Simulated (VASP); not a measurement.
**HfB: relaxation of cell and atoms with r2SCAN**

The system is HfB.

```
CELL_PARAMETERS angstrom
0.00000 2.31000 2.31000
2.31000 0.00000 2.31000
2.31000 2.31000 0.00000
ATOMIC_POSITIONS crystal
Hf 0.50000 0.50000 0.50000
B 0.00000 0.00000 0.00000
```

* Program: VASP 6.6.1
* Task: relaxation of cell and atoms
* Functional: r2SCAN
* Potentials or basis: VASP PAW PBE potentials, release 64 (Hf_pv, B)
* Cutoff: 600 eV
* k mesh: 10 × 10 × 10
* Occupations: fermi-dirac, width 0.05 eV
* Spin: no spin polarisation
* Target pressure: 2 GPa
* Dipole correction: no
* Further INCAR settings: ALGO = Normal; EDIFF = 1e-07; IBRION = 2; EDIFFG = -0.01; NSW = 60; ISIF = 3

* Relaxed volume: 13.90 Å³/atom
* Relaxed cell: a = 3.400 Å, b = 3.400 Å, c = 3.400 Å, α = 60.00°, β = 60.00°, γ = 60.00°
* Space group after relaxing (to 0.1 Å): Fm-3m (No. 225)
* Energy change on relaxing (the run minimises the enthalpy): -142.2 meV/atom
* Ionic steps: 4
* Pressure after relaxing: 1.9 GPa
* Band gap on the k mesh: zero (an odd number of electrons rules out a gap without spin polarisation)

The path:
```
step  energy change (eV)  largest force (eV/Å)  pressure (GPa)  volume (Å³)
   1              0.0000                0.0000           29.57        24.65
   2              0.0838                0.0000          -21.13        33.02
   3             -0.2856                0.0000            1.06        27.92
   4             -0.2844                0.0000            1.89        27.80
```

Final structure:
```xyz
2
Lattice="0.0000 2.4043 2.4043 2.4043 0.0000 2.4043 2.4043 2.4043 0.0000" Properties=species:S:1:pos:R:3 pbc="T T T"
Hf    2.4043    2.4043    2.4043
B     0.0000    0.0000    0.0000
```

Levels at points of the mesh, in eV from the Fermi level:
| k point | band 5 | band 6 | band 7 | band 8 | band 9 | band 10 |
| --- | --- | --- | --- | --- | --- | --- |
| (0.00, 0.00, 0.00) | 2.35 | 2.35 | 2.35 | 3.83 | 3.83 | 3.94 |
| (0.50, 0.00, 0.00) | -4.83 | -1.21 | -1.21 | 6.16 | 6.16 | 7.10 |
| (0.50, 0.50, 0.00) | -1.42 | -0.72 | 2.05 | 2.05 | 5.68 | 7.34 |

Wall time 7.2 min on 1 thread of AMD EPYC 7R43 64-Core Processor (Zen 3), on a shared host, peak memory 0.15 GiB.

Caveat: the cell is relaxed towards a set pressure, so the run minimises the enthalpy, not the energy; the PAW data sets were made with another functional, which shifts forces and pressure a little; spin-orbit coupling is left out, which moves the levels of the heavy elements. Zero-point motion and thermal expansion aren't in these numbers.
